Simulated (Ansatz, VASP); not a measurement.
# InSe in VASP and in Ansatz

POSCAR

```
InSe
1.0
    6.4537745278      0.0000000000      0.0000000000
   -3.2268872639      5.5891326914      0.0000000000
    0.0000000000      0.0000000000      5.2070226304
In Se
3 3
Direct
    0.5000000000      0.0000000000      0.0000000000
    0.5000000000      0.5000000000      0.0000000000
    0.0000000000      0.5000000000      0.0000000000
    0.0000000000      0.0000000000      0.0000000000
    0.3333333333      0.6666666667      0.5000000000
    0.6666666667      0.3333333333      0.5000000000
```

File INCAR.step1:

```
PREC     = Accurate       # precision mode
ENCUT    = 520            # plane-wave cutoff, eV
ISMEAR   = 0              # smearing method
SIGMA    = 0.1            # smearing width, eV
LREAL    = F              # projectors in reciprocal space
LASPH    = T              # aspherical terms in the spheres
NELM     = 100            # most SCF steps
NBANDS   = 38             # bands
GGA      = PE             # functional
ALGO     = Normal         # electronic algorithm
EDIFF    = 1E-4           # SCF threshold, eV
LWAVE    = T              # write WAVECAR
LCHARG   = F              # write CHGCAR
```

INCAR.step2

```
PREC     = Accurate       # precision mode
ENCUT    = 520            # plane-wave cutoff, eV
EDIFF    = 1E-6           # SCF threshold, eV
ISMEAR   = 0              # smearing method
SIGMA    = 0.1            # smearing width, eV
LREAL    = F              # projectors in reciprocal space
LASPH    = T              # aspherical terms in the spheres
NELM     = 100            # most SCF steps
ALGO     = Normal         # electronic algorithm
ISIF     = 2              # what is computed and relaxed
LWAVE    = F              # write WAVECAR
LCHARG   = F              # write CHGCAR
METAGGA  = R2SCAN         # meta-GGA
LMIXTAU  = T            
NBANDS   = 38             # bands
ISTART   = 1
```

The input KPOINTS:

```
Automatic mesh
0
Gamma
  3 3 4
```

Input for Ansatz:

```yaml
crystal:
  lattice:
    - [6.4537745278, 0.0, 0.0]
    - [-3.2268872639, 5.5891326914, 0.0]
    - [0.0, 0.0, 5.2070226304]
  atoms:
    - { symbol: In, position: [0.5, 0.0, 0.0] }
    - { symbol: In, position: [0.5, 0.5, 0.0] }
    - { symbol: In, position: [0.0, 0.5, 0.0] }
    - { symbol: Se, position: [0.0, 0.0, 0.0] }
    - { symbol: Se, position: [0.3333333333, 0.6666666667, 0.5] }
    - { symbol: Se, position: [0.6666666667, 0.3333333333, 0.5] }
basis:
  ecutwfc: 500
kpoints:
  mp_grid: { grid: [3, 3, 4] }
hamiltonian:
  xc: r2scan
scf:
  occupations: { method: gaussian, width: 0.1 }
  lower_state_search: "off"
output:
  forces: true
  stress: true
  eigenvalues: true
```

Alike in both runs: task single point; functional r2SCAN; k mesh 3 × 3 × 4; occupations gaussian, width 0.1 eV; no spin polarisation.

|  | VASP | Ansatz |
| --- | --- | --- |
| version | VASP 6.6.1 | Ansatz 0.2.0 |
| potentials or method | VASP PAW PBE potentials, release 64 (In_d, Se), cutoff 520 eV | scalar-relativistic, plane waves, PAW |
| valence electrons in the cell | 57 | 87 |

Ansatz gave:

| Item | Value |
| --- | --- |
| gap on the k mesh at the Fermi level (eV) | none |
| pressure (GPa) | -5.4 |
| traceless stress, the component that is largest in VASP (GPa) | -5.95 |

Task: Which values does VASP return?

Result: gap on the k mesh at the Fermi level (eV): none; pressure (GPa): -5.4; traceless stress, the component that is largest in VASP (GPa): -5.93.

VASP's potentials were made for PBE, not for r2SCAN. A gap of «none» marks a metal or a gap that the smearing closes. The functional is the same, so the differences come from potentials, cutoffs and numerics. VASP's potentials hold 57 valence electrons a cell and Ansatz's 87, so a difference there can come from the potentials and not from the codes.

The k mesh is coarse, so the values compare programs but aren't converged.
